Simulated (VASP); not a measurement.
# SiO2 (I-42d) in VASP: further runs, part 2 of 3

VASP 6.6.1.

## (3) Electric field gradients, PBE (13.79 Å³/atom)

This run uses another cell than the first one, of 13.79 Å³/atom.

INCAR

```
PREC = Accurate
ENCUT = 520
EDIFF = 1E-8
ISMEAR = -1
SIGMA = 0.03
LREAL = False
LASPH = True
NELM = 60
ALGO = Normal
ISIF = 2
LWAVE = False
LCHARG = False
GGA = PE
LEFG = True
NBANDS = 25
```

KPOINTS

```
regular mesh
0
Gamma
  7 7 7
```

POSCAR

```
SiO2
1.0
   -2.3581162984      2.3581162984      3.7188717261
    2.3581162984     -2.3581162984      3.7188717261
    2.3581162984      2.3581162984     -3.7188717261
Si O
2 4
Direct
    0.0000000000      0.0000000000      0.0000000000
    0.7500000000      0.2500000000      0.5000000000
    0.9983800000      0.6250000000      0.8733800000
    0.3750000000      0.2483800000      0.3733800000
    0.7516200000      0.1250000000      0.1266200000
    0.8750000000      0.0016200000      0.6266200000
```

Potentials or basis: VASP PAW PBE potentials, release 64 (Si, O).

Launch:

```console
> cat potpaw_PBE.64/Si/POTCAR potpaw_PBE.64/O/POTCAR > POTCAR
> mpirun -np 1 vasp_std > vasp.out
```

OUTCAR:

```text
PREC = Accurate
   ENCUT = 520
   EDIFF = 1E-8
   ISMEAR = -1
   LREAL = False
   LASPH = True
   NELM = 60
   ISIF = 2
   GGA = PE

 ion  position               nearest neighbor table
   1  0.000  0.000  0.000-   3 1.61   4 1.61   5 1.61   6 1.61   2 3.00   2 3.00   2 3.00   2 3.00

   2  0.750  0.250  0.500-   3 1.61   4 1.61   5 1.61   6 1.61   1 3.00   1 3.00   1 3.00   1 3.00

   3  0.998  0.625  0.873-   1 1.61   2 1.61
   4  0.375  0.248  0.373-   1 1.61   2 1.61
   5  0.752  0.125  0.127-   1 1.61   2 1.61
   6  0.875  0.002  0.627-   1 1.61   2 1.61

  LATTYP: Found a body centered tetragonal cell.
 ALAT       =     4.7162325968
 C/A-ratio  =     1.5770518734

  Lattice vectors:

 A1 = (  -2.3581162984,   2.3581162984,   3.7188717261)
 A2 = (   2.3581162984,  -2.3581162984,   3.7188717261)
 A3 = (   2.3581162984,   2.3581162984,  -3.7188717261)

Analysis of symmetry for initial positions (statically):
=====================================================================
 Subroutine PRICEL returns:
 Original cell was already a primitive cell.

 Routine SETGRP: Setting up the symmetry group for a
 body centered tetragonal supercell.

 Subroutine GETGRP returns: Found  8 space group operations
 (whereof  4 operations were pure point group operations)
 out of a pool of 16 trial point group operations.

The static configuration has the point symmetry S_4 .
 The point group associated with its full space group is D_2d.

Analysis of symmetry for dynamics (positions and initial velocities):
=====================================================================
 Subroutine PRICEL returns:
 Original cell was already a primitive cell.

 Routine SETGRP: Setting up the symmetry group for a
 body centered tetragonal supercell.

 Subroutine GETGRP returns: Found  8 space group operations
 (whereof  4 operations were pure point group operations)
 out of a pool of 16 trial point group operations.

The dynamic configuration has the point symmetry S_4 .
 The point group associated with its full space group is D_2d.

 Subroutine INISYM returns: Found  8 space group operations
 (whereof  4 operations are pure point group operations),
 and found     1 'primitive' translations

----------------------------------------------------------------------------------------

                                     Primitive cell

  volume of cell :      82.7183

  direct lattice vectors                    reciprocal lattice vectors
    -2.358116298  2.358116298  3.718871726     0.000000000  0.212033648  0.134449381
     2.358116298 -2.358116298  3.718871726     0.212033648  0.000000000  0.134449381
     2.358116298  2.358116298 -3.718871726     0.212033648  0.212033648  0.000000000

  length of vectors
     4.995140826  4.995140826  4.995140826     0.251067528  0.251067528  0.299860860

  position of ions in fractional coordinates (direct lattice)
     0.000000000  0.000000000  0.000000000
     0.750000000  0.250000000  0.500000000
     0.998380000  0.625000000  0.873380000
     0.375000000  0.248380000  0.373380000
     0.751620000  0.125000000  0.126620000
     0.875000000  0.001620000  0.626620000
[... 106 lines left out ...]
   GGA     = PE    functional components
   LHFCALC =     F    Hartree Fock is set to
   AEXX    =    0.0000 exact exchange contribution
   IVDW    =     0    specifies the selected vdW correction
   LEPSILON=     F    determine dielectric tensor
   LRPA    =     F    only Hartree local field effects (RPA)
 non-spin polarized calculation
  energy-cutoff  :      520.00
  volume of cell :       82.72
 maximum number of plane-waves:      2254
 NGX is ok and might be reduce to    40
   NGX = 19   NGY = 19   NGZ = 19

 number of electron      32.0000004 magnetization

 Free energy of the ion-electron system (eV)
  ---------------------------------------------------
  ext. energy  EPLUGINS =         0.00000000
  ---------------------------------------------------
  free energy    TOTEN  =       -47.33073068 eV

  energy without entropy =      -47.33073068  energy(sigma->0) =      -47.33073068

 E-fermi :   0.7381     XC(G=0):  -8.6291

 val. band max:        0.0116813737   @ k =   0.0000   0.0000   0.0000
 cond. band min:       6.1902727855   @ k =   0.0000   0.0000   0.0000
 fundamental gap:      6.1785914118
 Fermi energy:         0.7381004564

 k-point     1 :       0.0000    0.0000    0.0000
  band No.  band energies     occupation
      1     -19.1960      2.00000
      2     -17.0260      2.00000
      3     -17.0052      2.00000
      4     -17.0052      2.00000
      5      -8.8230      2.00000
      6      -5.3033      2.00000
[... 661 lines left out ...]
     24      13.1758      0.00000
     25      13.4667      0.00000

 [... further k-points ...]

------------------------ aborting loop because EDIFF is reached ----------------------------------------

  FORCE on cell =-STRESS in cart. coord.  units (eV):
  Direction    XX          YY          ZZ          XY          YZ          ZX
  --------------------------------------------------------------------------------------
  -------------------------------------------------------------------------------------
  Total        4.1202132      4.1202132      3.2098128      0.0000000     -0.0000000      0.0000000
  in kB       79.8047324     79.8047324     62.1711156      0.0000000     -0.0000000      0.0000000
  external PRESSURE =      73.9268602 kB  Pullay stress =       0.0000000 kB

 VOLUME and BASIS-vectors are now :
 -----------------------------------------------------------------------------
  energy-cutoff  :      520.00
  volume of cell :       82.72
      direct lattice vectors                 reciprocal lattice vectors
    -2.358116298  2.358116298  3.718871726     0.000000000  0.212033648  0.134449381
     2.358116298 -2.358116298  3.718871726     0.212033648  0.000000000  0.134449381
     2.358116298  2.358116298 -3.718871726     0.212033648  0.212033648  0.000000000

 POSITION                                       TOTAL-FORCE (eV/Angst)
 -----------------------------------------------------------------------------------
      0.00000      0.00000      0.00000         0.000000     -0.000000      0.000000
      0.00000      2.35812      1.85944         0.000000     -0.000000     -0.000000
      1.17906      2.94001      2.78915         0.000000      0.402325      0.000000
      0.58189      1.17906      0.92972         0.402325     -0.000000      0.000000
     -1.17906      1.77623      2.78915         0.000000     -0.402325      0.000000
     -0.58189      3.53717      0.92972        -0.402325     -0.000000      0.000000
 -----------------------------------------------------------------------------------
    total drift:                                0.000002      0.000002      0.000002

  FREE ENERGIE OF THE ION-ELECTRON SYSTEM (eV)
  ---------------------------------------------------
  free  energy   TOTEN  =       -47.3307306786 eV

  energy  without entropy=      -47.3307306786  energy(sigma->0) =      -47.33073068

 Electric field gradients (V/A^2)
---------------------------------------------------------------------
 ion       V_xx      V_yy      V_zz      V_xy      V_xz      V_yz
---------------------------------------------------------------------
   1       2.902     2.901    -5.803    -0.000    -0.000    -0.000
   2       2.901     2.902    -5.803    -0.000    -0.000    -0.000
   3      27.009   -27.351     0.343     0.003    67.195     0.002
   4     -27.351    27.009     0.343     0.003     0.002    67.195
   5      27.009   -27.352     0.343     0.003   -67.190     0.002
   6     -27.352    27.009     0.343     0.003     0.002   -67.190
---------------------------------------------------------------------

 Electric field gradients after diagonalization (V/A^2)
 (convention: |V_zz| > |V_xx| > |V_yy|)
----------------------------------------------------------------------
 ion       V_xx      V_yy      V_zz     asymmetry (V_yy - V_xx)/ V_zz
----------------------------------------------------------------------
   1       2.902     2.901    -5.803       0.000
   2       2.902     2.901    -5.803       0.000
   3     -54.829   -27.351    82.180       0.334
   4     -54.829   -27.351    82.180       0.334
   5     -54.824   -27.352    82.176       0.334
   6     -54.824   -27.352    82.176       0.334
----------------------------------------------------------------------

           NMR quadrupolar parameters

 Cq : quadrupolar parameter    Cq=e*Q*V_zz/h
 eta: asymmetry parameters     (V_yy - V_xx)/ V_zz
 Q  : nuclear electric quadrupole moment in mb (millibarn)
----------------------------------------------------------------------
 ion       Cq(MHz)       eta       Q (mb)
----------------------------------------------------------------------
   1      -0.014       0.000       1.000
   2      -0.014       0.000       1.000
   3       0.199       0.334       1.000
   4       0.199       0.334       1.000
   5       0.199       0.334       1.000
   6       0.199       0.334       1.000
----------------------------------------------------------------------
```

OSZICAR:

```text
N       E                     dE             d eps       ncg     rms          rms(c)
DAV:   1     0.169748262466E+03    0.16975E+03   -0.16337E+04  2000   0.115E+03
DAV:   2    -0.424392146896E+02   -0.21219E+03   -0.20383E+03  2614   0.274E+02
DAV:   3    -0.536075178280E+02   -0.11168E+02   -0.11121E+02  2702   0.640E+01
DAV:   4    -0.537152284841E+02   -0.10771E+00   -0.10766E+00  2432   0.719E+00
DAV:   5    -0.537165098725E+02   -0.12814E-02   -0.12812E-02  2685   0.771E-01    0.210E+01
DAV:   6    -0.473205781784E+02    0.63959E+01   -0.19723E+01  2435   0.284E+01    0.104E+01
DAV:   7    -0.473294164565E+02   -0.88383E-02   -0.72434E-01  2611   0.465E+00    0.364E+00
DAV:   8    -0.473231439841E+02    0.62725E-02   -0.37819E-02  2576   0.163E+00    0.140E+00
DAV:   9    -0.473295495698E+02   -0.64056E-02   -0.21014E-02  2518   0.108E+00    0.264E-01
DAV:  10    -0.473307037367E+02   -0.11542E-02   -0.17199E-03  2311   0.258E-01    0.775E-02
DAV:  11    -0.473307238803E+02   -0.20144E-04   -0.33045E-04  2528   0.133E-01    0.130E-02
DAV:  12    -0.473307290314E+02   -0.51511E-05   -0.13418E-05  2344   0.247E-02    0.954E-03
DAV:  13    -0.473307304523E+02   -0.14209E-05   -0.28755E-06  2496   0.115E-02    0.399E-03
DAV:  14    -0.473307306618E+02   -0.20946E-06   -0.16255E-07  2376   0.280E-03    0.124E-03
DAV:  15    -0.473307306879E+02   -0.26071E-07   -0.17592E-08  2200   0.928E-04    0.404E-04
DAV:  16    -0.473307306786E+02    0.92527E-08   -0.20593E-09  1784   0.324E-04
   1 F= -.47330731E+02 E0= -.47330731E+02  d E =-.262199E-11
```

It took 84 s on 1 thread of Intel Xeon Platinum 8259CL at 2.50GHz (Skylake/Cascade Lake), shared host; peak memory 0.25 GiB.

What came out:

- Free energy: -47.3307 eV
- Pressure: 7.4 GPa
- Largest force: 0.402 eV/Å
- Band gap on the k mesh: 6.18 eV
- Largest electric field gradient by atom: Si -5.8; O +82.2 V/Å²

Forces on the atoms (eV/Å):
```
Si   0.000  0.000  0.000
Si   0.000  0.000  0.000
O    0.000  0.402  0.000
O    0.402  0.000  0.000
O    0.000 -0.402  0.000
O   -0.402  0.000  0.000
```

Electric field gradients, principal values (V/Å²):
| atom | least | middle | greatest (by size) |
| --- | --- | --- | --- |
| 1 Si | 2.901 | 2.902 | -5.803 |
| 2 Si | 2.901 | 2.902 | -5.803 |
| 3 O | -27.351 | -54.829 | 82.180 |
| 4 O | -27.351 | -54.829 | 82.180 |
| 5 O | -27.352 | -54.824 | 82.176 |
| 6 O | -27.352 | -54.824 | 82.176 |

Caveat: the cell stands under pressure; without QUAD_EFG the Cq values of the log hold for a quadrupole moment of 1 mb, not for the nuclei; an odd mesh through Γ misses points on the zone boundary, where band edges can lie.

## (4) Electric field gradients, PBE (14.21 Å³/atom)

This run uses another cell than the first one, of 14.21 Å³/atom.

INCAR

```
ALGO = Normal ; EDIFF = 1E-8
ENCUT = 520 ; GGA = PE
ISIF = 2 ; ISMEAR = -1
LASPH = T ; LCHARG = F
LEFG = T ; LREAL = F
LWAVE = F ; NBANDS = 25
NELM = 80 ; PREC = Accurate
SIGMA = 0.03
```

KPOINTS

```
k-points
0
Gamma
  7 7 7
```

Edit POSCAR of step 3 so:

```diff
@@ -2,5 +2,5 @@
 1.0
-   -2.3581162984      2.3581162984      3.7188717261
-    2.3581162984     -2.3581162984      3.7188717261
-    2.3581162984      2.3581162984     -3.7188717261
+   -2.3819372672      2.3819372672      3.7564386296
+    2.3819372672     -2.3819372672      3.7564386296
+    2.3819372672      2.3819372672     -3.7564386296
 Si O
```

Potentials or basis: VASP PAW PBE potentials, release 64 (Si, O).

Launch:

```console
> cat potpaw_PBE.64/Si/POTCAR potpaw_PBE.64/O/POTCAR > POTCAR
> mpirun -np 1 vasp_std > vasp.out
```

OUTCAR:

```text
EDIFF = 1E-8
   ENCUT = 520
   GGA = PE
   ISIF = 2
   ISMEAR = -1
   LASPH = T
   LREAL = F
   NELM = 80
   PREC = Accurate

 ion  position               nearest neighbor table
   1  0.000  0.000  0.000-   4 1.63   5 1.63   6 1.63   3 1.63   2 3.03   2 3.03   2 3.03   2 3.03

   2  0.750  0.250  0.500-   3 1.63   5 1.63   6 1.63   4 1.63   1 3.03   1 3.03   1 3.03   1 3.03

   3  0.998  0.625  0.873-   2 1.63   1 1.63
   4  0.375  0.248  0.373-   1 1.63   2 1.63
   5  0.752  0.125  0.127-   1 1.63   2 1.63
   6  0.875  0.002  0.627-   1 1.63   2 1.63

  LATTYP: Found a body centered tetragonal cell.
 ALAT       =     4.7638745344
 C/A-ratio  =     1.5770518734

  Lattice vectors:

 A1 = (  -2.3819372672,   2.3819372672,   3.7564386296)
 A2 = (   2.3819372672,  -2.3819372672,   3.7564386296)
 A3 = (   2.3819372672,   2.3819372672,  -3.7564386296)

Analysis of symmetry for initial positions (statically):
=====================================================================
 Subroutine PRICEL returns:
 Original cell was already a primitive cell.

 Routine SETGRP: Setting up the symmetry group for a
 body centered tetragonal supercell.

 Subroutine GETGRP returns: Found  8 space group operations
 (whereof  4 operations were pure point group operations)
 out of a pool of 16 trial point group operations.

The static configuration has the point symmetry S_4 .
 The point group associated with its full space group is D_2d.

Analysis of symmetry for dynamics (positions and initial velocities):
=====================================================================
 Subroutine PRICEL returns:
 Original cell was already a primitive cell.

[... 851 lines left out ...]
  Total        1.3913662      1.3913662      0.3654204      0.0000000     -0.0000000      0.0000000
  in kB       26.1490011     26.1490011      6.8676223      0.0000000     -0.0000000      0.0000000
  external PRESSURE =      19.7218748 kB  Pullay stress =       0.0000000 kB

 VOLUME and BASIS-vectors are now :
 -----------------------------------------------------------------------------
  energy-cutoff  :      520.00
  volume of cell :       85.25
      direct lattice vectors                 reciprocal lattice vectors
    -2.381937267  2.381937267  3.756438630     0.000000000  0.209913169  0.133104797
     2.381937267 -2.381937267  3.756438630     0.209913169  0.000000000  0.133104797
     2.381937267  2.381937267 -3.756438630     0.209913169  0.209913169  0.000000000

 POSITION                                       TOTAL-FORCE (eV/Angst)
 -----------------------------------------------------------------------------------
      0.00000      0.00000      0.00000         0.000000     -0.000000      0.000000
     -0.00000      2.38194      1.87822         0.000000     -0.000000     -0.000000
      1.19097      2.96970      2.81733         0.000000      0.005960     -0.000000
      0.58777      1.19097      0.93911         0.005960     -0.000000     -0.000000
     -1.19097      1.79417      2.81733         0.000000     -0.005960     -0.000000
     -0.58777      3.57291      0.93911        -0.005960     -0.000000     -0.000000
 -----------------------------------------------------------------------------------
    total drift:                                0.000002      0.000002      0.000002

  FREE ENERGIE OF THE ION-ELECTRON SYSTEM (eV)
  ---------------------------------------------------
  free  energy   TOTEN  =       -47.4068835358 eV

  energy  without entropy=      -47.4068835358  energy(sigma->0) =      -47.40688354

 Electric field gradients (V/A^2)
---------------------------------------------------------------------
 ion       V_xx      V_yy      V_zz      V_xy      V_xz      V_yz
---------------------------------------------------------------------
   1       2.974     2.974    -5.948    -0.000    -0.000    -0.000
   2       2.974     2.974    -5.948    -0.000    -0.000    -0.000
   3      28.471   -28.640     0.168     0.003    71.370     0.002
   4     -28.640    28.471     0.168     0.003     0.002    71.370
   5      28.472   -28.640     0.168     0.003   -71.364     0.002
   6     -28.640    28.472     0.168     0.003     0.002   -71.364
---------------------------------------------------------------------

 Electric field gradients after diagonalization (V/A^2)
 (convention: |V_zz| > |V_xx| > |V_yy|)
----------------------------------------------------------------------
 ion       V_xx      V_yy      V_zz     asymmetry (V_yy - V_xx)/ V_zz
----------------------------------------------------------------------
   1       2.975     2.974    -5.948       0.000
   2       2.975     2.974    -5.948       0.000
   3     -58.439   -28.640    87.079       0.342
   4     -58.439   -28.640    87.079       0.342
   5     -58.434   -28.640    87.074       0.342
   6     -58.434   -28.640    87.074       0.342
----------------------------------------------------------------------

           NMR quadrupolar parameters

 Cq : quadrupolar parameter    Cq=e*Q*V_zz/h
 eta: asymmetry parameters     (V_yy - V_xx)/ V_zz
 Q  : nuclear electric quadrupole moment in mb (millibarn)
----------------------------------------------------------------------
 ion       Cq(MHz)       eta       Q (mb)
----------------------------------------------------------------------
   1      -0.014       0.000       1.000
   2      -0.014       0.000       1.000
   3       0.211       0.342       1.000
   4       0.211       0.342       1.000
   5       0.211       0.342       1.000
   6       0.211       0.342       1.000
----------------------------------------------------------------------
```

Run time: 85 s. Hardware: 1 thread of Intel Xeon Platinum 8259CL at 2.50GHz (Skylake/Cascade Lake), shared host; peak memory 0.26 GiB.

What came out:

```yaml
Free_energy: -47.4069 eV
Pressure: 2.0 GPa
Largest_force: 0.006 eV/Å
Band_gap_on_the_k_mesh: 5.97 eV
Largest_electric_field_gradient_by_atom: Si -5.9; O +87.1 V/Å²
```

Forces on the atoms (eV/Å):
```
Si   0.000  0.000  0.000
Si   0.000  0.000  0.000
O    0.000  0.006  0.000
O    0.006  0.000  0.000
O    0.000 -0.006  0.000
O   -0.006  0.000  0.000
```

Stress tensor (GPa, compression positive):
```
2.61 0.00 0.00
0.00 2.61 0.00
0.00 0.00 0.69
```

Levels at points of the mesh, in eV from the valence-band top:
```
           k point  band 13  band 14  band 15  band 16  band 17  band 18  band 19  band 20
(0.00, 0.00, 0.00)    -1.31    -1.04     0.00     0.00     5.97     8.68    11.25    11.25
```

Electric field gradients, principal values (V/Å²):
```csv
atom,least,middle,greatest (by size)
1 Si,2.974,2.975,-5.948
2 Si,2.974,2.975,-5.948
3 O,-28.640,-58.439,87.079
4 O,-28.640,-58.439,87.079
5 O,-28.640,-58.434,87.074
6 O,-28.640,-58.434,87.074
```

Caveat: without QUAD_EFG the Cq values of the log hold for a quadrupole moment of 1 mb, not for the nuclei; an odd mesh through Γ misses points on the zone boundary, where band edges can lie.

(Continued in part 3 of 3.)
